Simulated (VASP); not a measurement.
# Ge (P3_112) in VASP: single point with PBE

Aim: the single point of Ge with PBE.

Program: VASP 6.6.1. These are calculated values, not measurements. Logs are shortened: lines on timing, memory, paths and dates and some standing lists are left out, and cuts for length are marked.

### Step 1. The cell of the first run

The structure is trigonal, space group P3_112 (No. 151). Conventional cell: a = 6.413 Å, b = 6.413 Å, c = 6.708 Å, α = 90.00°, β = 90.00°, γ = 120.00°. Within 3.3 Å of Ge (site symmetry 1) lie 4 Ge at 2.51 to 2.58 Å. Ge (site symmetry 2) has 6 Ge at 2.53 to 3.36 Å within 3.4 Å.

The cell was built from a structure type or drawn by symmetry, and may not be a known phase.

### Step 2. Single point, PBE

INCAR reads:

```
ALGO = Normal ; EDIFF = 1E-7
ENCUT = 520 ; GGA = PE
ISIF = 2 ; ISMEAR = 0
LASPH = True ; LCHARG = True
LELF = True ; LREAL = False
LVHAR = True ; LWAVE = False
NBANDS = 73 ; NELM = 100
PREC = Accurate ; SIGMA = 0.1
```

KPOINTS reads:

```
k-points
0
Gamma
  6 6 6
```

POSCAR reads:

```
Ge
1.0
    6.4132255180      0.0000000000      0.0000000000
   -3.2066127590      5.5540162188      0.0000000000
    0.0000000000      0.0000000000      6.7084737044
Ge
9
Direct
    0.0080632509      0.3816025999      0.3538619710
    0.6183974001      0.6264606510      0.6871953043
    0.3735393490      0.9919367491      0.0205286376
    0.6183974001      0.9919367491      0.3128046957
    0.3735393490      0.3816025999      0.9794713624
    0.0080632509      0.6264606510      0.6461380290
    0.4637745513      0.5362254487      0.3333333333
    0.4637745513     -0.0724508974      0.6666666667
    1.0724508974      0.5362254487      0.0000000000
```

Potentials or basis: VASP PAW PBE potentials, release 64 (Ge_d).

The run is started by

```sh
$ cat potpaw_PBE.64/Ge_d/POTCAR > POTCAR
$ mpirun -np 1 vasp_std > vasp.out
```

OUTCAR:

```text
EDIFF = 1E-7
   ENCUT = 520
   GGA = PE
   ISIF = 2
   ISMEAR = 0
   LASPH = True
   LREAL = False
   NELM = 100
   PREC = Accurate

 ion  position               nearest neighbor table
   1  0.008  0.382  0.354-   6 2.51   4 2.51   9 2.53   7 2.58
   2  0.618  0.626  0.687-   5 2.51   6 2.51   7 2.53   8 2.58
   3  0.374  0.992  0.021-   4 2.51   5 2.51   8 2.53   9 2.58
   4  0.618  0.992  0.313-   3 2.51   1 2.51   8 2.53   7 2.58
   5  0.374  0.382  0.979-   2 2.51   3 2.51   7 2.53   9 2.58
   6  0.008  0.626  0.646-   1 2.51   2 2.51   9 2.53   8 2.58
   7  0.464  0.536  0.333-   5 2.53   2 2.53   4 2.58   1 2.58
   8  0.464  0.928  0.667-   3 2.53   4 2.53   2 2.58   6 2.58
   9  0.072  0.536  0.000-   6 2.53   1 2.53   5 2.58   3 2.58

  LATTYP: Found a hexagonal cell.
 ALAT       =     6.4132255180
 C/A-ratio  =     1.0460373934

  Lattice vectors:

 A1 = (   6.4132255180,   0.0000000000,   0.0000000000)
 A2 = (  -3.2066127590,   5.5540162188,   0.0000000000)
 A3 = (   0.0000000000,   0.0000000000,   6.7084737044)

Analysis of symmetry for initial positions (statically):
=====================================================================
 Subroutine PRICEL returns:
 Original cell was already a primitive cell.

 Routine SETGRP: Setting up the symmetry group for a
 hexagonal supercell.

 Subroutine GETGRP returns: Found  6 space group operations
 (whereof  2 operations were pure point group operations)
 out of a pool of 24 trial point group operations.

The static configuration has the point symmetry C_2 .
 The point group associated with its full space group is D_3 .

Analysis of symmetry for dynamics (positions and initial velocities):
=====================================================================
 Subroutine PRICEL returns:
 Original cell was already a primitive cell.

 Routine SETGRP: Setting up the symmetry group for a
 hexagonal supercell.

 Subroutine GETGRP returns: Found  6 space group operations
 (whereof  2 operations were pure point group operations)
 out of a pool of 24 trial point group operations.

The dynamic configuration has the point symmetry C_2 .
 The point group associated with its full space group is D_3 .

 Subroutine INISYM returns: Found  6 space group operations
 (whereof  2 operations are pure point group operations),
 and found     1 'primitive' translations
[... 107 lines left out ...]
   ENCUT  =  520.0 eV  38.22 Ry    6.18 a.u.  11.92 11.92 12.47*2*pi/ulx,y,z
   NELM   =    100;   NELMIN=  2; NELMDL= -5     # of ELM steps
   EDIFF  = 0.1E-06   stopping-criterion for ELM
   LREAL  =      F    real-space projection
   EDIFFG = 0.1E-05   stopping-criterion for IOM
   NSW    =      0    number of steps for IOM
   IBRION =     -1    ionic relax: 0-MD 1-quasi-New 2-CG
   NFREE  =      0    steps in history (QN), initial steepest desc. (CG)
   ISIF   =      2    stress and relaxation
   ISYM   =      2    0-nonsym 1-usesym 2-fastsym
   POTIM  = 0.5000    time-step for ionic-motion
   TEBEG  =    0.0;   TEEND  =   0.0 temperature during run
   PSTRESS=    0.0 pullay stress
   NELECT =     126.0000    total number of electrons
   NUPDOWN=      -1.0000    fix difference up-down
   EMIN   =  10.00;   EMAX   =-10.00  energy-range for DOS
   EFERMI =   0.00;   METHOD = LEGACY
   ISMEAR =     0;   SIGMA  =   0.10  broadening in eV -4-tet -1-fermi 0-gaus
   EFERMI_NEDOS =   21; number of points for ismear=-14 and -15
   IALGO  =     38    algorithm
   IMIX   =      4    mixing-type and parameters
     AMIX     =   0.40;   BMIX     =  1.00
     AMIX_MAG =   1.60;   BMIX_MAG =  1.00
  volume/ion in A,a.u.               =      26.55       179.17
  Fermi-wavevector in a.u.,A,eV,Ry     =   1.322602  2.499356 23.800351  1.749276
  Thomas-Fermi vector in A             =   2.452271
   LORBIT       =      0    0 simple, 1 ext, 2 COOP (PROOUT), +10 PAW based schemes
   GGA     = PE    functional components
   LHFCALC =     F    Hartree Fock is set to
   AEXX    =    0.0000 exact exchange contribution
   IVDW    =     0    specifies the selected vdW correction
   LEPSILON=     F    determine dielectric tensor
   LRPA    =     F    only Hartree local field effects (RPA)
 non-spin polarized calculation
 Gauss-broadening in eV      SIGMA  =   0.10
  energy-cutoff  :      520.00
  volume of cell :      238.95
 maximum number of plane-waves:      6468
   NGX = 23   NGY = 23   NGZ = 25

 number of electron     125.9999999 magnetization

 Free energy of the ion-electron system (eV)
  ---------------------------------------------------
  ext. energy  EPLUGINS =         0.00000000
  ---------------------------------------------------
  free energy    TOTEN  =       -37.77860539 eV

  energy without entropy =      -37.77252833  energy(sigma->0) =      -37.77556686

 E-fermi :   3.2984     XC(G=0):  -9.0898

 val. band max:        3.2358496273   @ k =   0.5000  -0.0000   0.0000
 cond. band min:       3.3225491041   @ k =   0.3333   0.1667   0.5000
 fundamental gap:      0.0866994768
 Fermi energy:         3.2983705235

 k-point     1 :       0.0000    0.0000    0.0000
  band No.  band energies     occupation
      1     -21.2568      2.00000
      2     -21.2179      2.00000
      3     -21.2179      2.00000
      4     -21.1980      2.00000
      5     -21.1980      2.00000
      6     -21.1965      2.00000
[... 1813 lines left out ...]
     72       7.0362      0.00000
     73       7.2782      0.00000

 [... further k-points ...]
[... 5 lines left out ...]
  --------------------------------------------------------------------------------------
  -------------------------------------------------------------------------------------
  Total       -0.0047608     -0.0047608     -0.0283369      0.0000000      0.0000000     -0.0000000
  in kB       -0.0319212     -0.0319212     -0.1900008      0.0000000      0.0000000     -0.0000000
  external PRESSURE =      -0.0846144 kB  Pullay stress =       0.0000000 kB

 VOLUME and BASIS-vectors are now :
 -----------------------------------------------------------------------------
  energy-cutoff  :      520.00
  volume of cell :      238.95
      direct lattice vectors                 reciprocal lattice vectors
     6.413225518  0.000000000  0.000000000     0.155927777  0.090024944  0.000000000
    -3.206612759  5.554016219  0.000000000     0.000000000  0.180049888  0.000000000
     0.000000000  0.000000000  6.708473704     0.000000000  0.000000000  0.149065204

 POSITION                                       TOTAL-FORCE (eV/Angst)
 -----------------------------------------------------------------------------------
     -1.17194      2.11943      2.37387        -0.001099      0.000446     -0.000369
      1.95711      3.47937      4.61003         0.000164     -0.001174     -0.000369
     -0.78516      5.50923      0.13772         0.000935      0.000729     -0.000369
      0.78516      5.50923      2.09844        -0.000935      0.000729      0.000369
      1.17194      2.11943      6.57076         0.001099      0.000446      0.000369
     -1.95711      3.47937      4.33460        -0.000164     -0.001174      0.000369
      1.25482      2.97820      2.23616         0.002389     -0.001379     -0.000000
      0.00000      5.15162      4.47232         0.000000      0.002759      0.000000
     -1.25482      2.97820      0.00000        -0.002389     -0.001379      0.000000
 -----------------------------------------------------------------------------------
    total drift:                                0.000053      0.000041      0.000003

  FREE ENERGIE OF THE ION-ELECTRON SYSTEM (eV)
  ---------------------------------------------------
  free  energy   TOTEN  =       -37.7786053861 eV

  energy  without entropy=      -37.7725283318  energy(sigma->0) =      -37.77556686
```

OSZICAR:

```text
N       E                     dE             d eps       ncg     rms          rms(c)
DAV:   1     0.165233154260E+04    0.16523E+04   -0.58815E+04  5964   0.454E+03
DAV:   2     0.296514500239E+03   -0.13558E+04   -0.13193E+04  4964   0.119E+03
DAV:   3    -0.397502175728E+01   -0.30049E+03   -0.29083E+03  5129   0.276E+02
DAV:   4    -0.368308158835E+02   -0.32856E+02   -0.31706E+02  5740   0.952E+01
DAV:   5    -0.382067654310E+02   -0.13759E+01   -0.13648E+01  5536   0.217E+01    0.579E+00
DAV:   6    -0.378938401578E+02    0.31293E+00   -0.63424E-01  6800   0.667E+00    0.329E+00
DAV:   7    -0.377623580338E+02    0.13148E+00   -0.52048E-01  5568   0.933E+00    0.490E-01
DAV:   8    -0.377718506933E+02   -0.94927E-02   -0.12684E-01  5992   0.800E+00    0.292E-01
DAV:   9    -0.377764139771E+02   -0.45633E-02   -0.37149E-02  5840   0.250E+00    0.201E-01
DAV:  10    -0.377780052149E+02   -0.15912E-02   -0.10447E-02  5688   0.256E+00    0.671E-02
DAV:  11    -0.377783696793E+02   -0.36446E-03   -0.18792E-03  5648   0.139E+00    0.243E-02
DAV:  12    -0.377785064025E+02   -0.13672E-03   -0.10909E-03  7992   0.572E-01    0.164E-02
DAV:  13    -0.377785987393E+02   -0.92337E-04   -0.71591E-04  5448   0.245E-01    0.786E-03
DAV:  14    -0.377786031478E+02   -0.44085E-05   -0.36196E-05  5936   0.198E-01    0.394E-03
DAV:  15    -0.377786054034E+02   -0.22556E-05   -0.19560E-05  6736   0.806E-02    0.220E-03
DAV:  16    -0.377786054266E+02   -0.23134E-07   -0.34353E-06  6768   0.152E-02    0.119E-03
DAV:  17    -0.377786052948E+02    0.13180E-06   -0.14496E-07  3328   0.278E-02    0.548E-04
DAV:  18    -0.377786053861E+02   -0.91382E-07   -0.17639E-07  3344   0.243E-02
   1 F= -.37778605E+02 E0= -.37775567E+02  d E =-.607705E-02
```

stdout:

```text
POSCAR found type information on POSCAR Ge
 POSCAR found :  1 types and       9 ions
 scaLAPACK will be used
 LDA part: xc-table for (Slater+PW92), standard interpolation
 POSCAR, INCAR and KPOINTS ok, starting setup
 FFT: planning ... GRIDC
 FFT: planning ... GRID_SOFT
 FFT: planning ... GRID
 WAVECAR not read
 entering main loop
```

Run time: 10 min. Hardware: 1 thread of Intel Xeon Platinum 8488C (Sapphire Rapids), shared host; peak memory 0.57 GiB.

Results:

```
Free energy            : -37.7786 eV
Pressure               : 0.0 GPa
Band gap on the k mesh : zero (bands 63 and 64 overlap by 0.15 eV)
```

Forces in eV/Å, atoms in the order of the input:
```
Ge  -0.001  0.000  0.000
Ge   0.000 -0.001  0.000
Ge   0.001  0.001  0.000
Ge  -0.001  0.001  0.000
Ge   0.001  0.000  0.000
Ge   0.000 -0.001  0.000
Ge   0.002 -0.001  0.000
Ge   0.000  0.003  0.000
Ge  -0.002 -0.001  0.000
```

Levels at points of the mesh, in eV from the Fermi level:
```csv
k point,band 60,band 61,band 62,band 63,band 64,band 65,band 66,band 67
"(0.00, 0.00, 0.00)",-1.78,-1.61,-1.58,-1.58,1.51,2.01,2.01,2.76
"(0.50, 0.00, 0.00)",-1.76,-1.29,-0.48,-0.06,0.85,1.23,1.43,2.04
"(0.00, 0.00, 0.50)",-1.15,-1.11,-0.77,-0.77,0.63,0.63,0.90,2.20
"(0.50, 0.00, 0.50)",-1.46,-1.21,-0.96,-0.48,0.43,0.63,0.80,2.08
```

Caveat: semilocal functionals underestimate gaps, so a narrow gap can read as zero.
